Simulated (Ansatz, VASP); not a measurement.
C in VASP and in Ansatz

The input INCAR:

```
  ALGO = Normal
  EDIFF = 1E-6
  ENCUT = 600
  GGA = PE
  GGA_COMPAT = F
  ISIF = 2
  ISMEAR = -1
  LASPH = T
  LCHARG = F
  LREAL = F
  LWAVE = F
  NBANDS = 11
  NELM = 120
  PREC = Accurate
  SIGMA = 0.0272
```

Contents of KPOINTS:

```
k-points
0
Gamma
  10 10 10
```

Contents of POSCAR:

```
C
1.0
    0.0000000000      1.7863159877      1.7863159877
    1.7863159877      0.0000000000      1.7863159877
    1.7863159877      1.7863159877      0.0000000000
C
2
Direct
    0.8750000000      0.8750000000      0.8750000000
    0.1250000000      0.1250000000      0.1250000000
```

Input for Ansatz:

```yaml
crystal:
  lattice:
    - [0.0, 1.7863159877, 1.7863159877]
    - [1.7863159877, 0.0, 1.7863159877]
    - [1.7863159877, 1.7863159877, 0.0]
  atoms:
    - { symbol: C, position: [0.875, 0.875, 0.875] }
    - { symbol: C, position: [0.125, 0.125, 0.125] }
kpoints:
  mp_grid: { grid: [10, 10, 10] }
scf:
  occupations: { method: fermi_dirac, width: 0.0272 }
hamiltonian:
  xc: pbe
  pseudopotentials: { kind: paw }
output:
  forces: true
  stress: true
  eigenvalues: true
  core_levels:
    shells: { C: ["1s"] }
    counted_from: conduction_bottom
    add_spin: false
  write_density: true
  write_potential: true
  elf: true
  volumetric_format: npy
```

Alike in both runs: task single point; functional PBE; k mesh 10 × 10 × 10; occupations fermi-dirac, width 0.0272 eV; no spin polarisation.

```csv
,VASP,Ansatz
version,VASP 6.6.1,Ansatz 0.2.0
potentials or method,"VASP PAW PBE potentials, release 64 (C)","PAW with Ansatz's default frozen-core files, scalar-relativistic"
plane-wave cutoff (eV),600,420
valence electrons in the cell,8,8
```

```tsv
	VASP	Ansatz	Ansatz less VASP
gap on the k mesh at the Fermi level (eV)	4.16	4.17	+0.007
pressure (GPa)	-0.4	-0.4	0.00
```
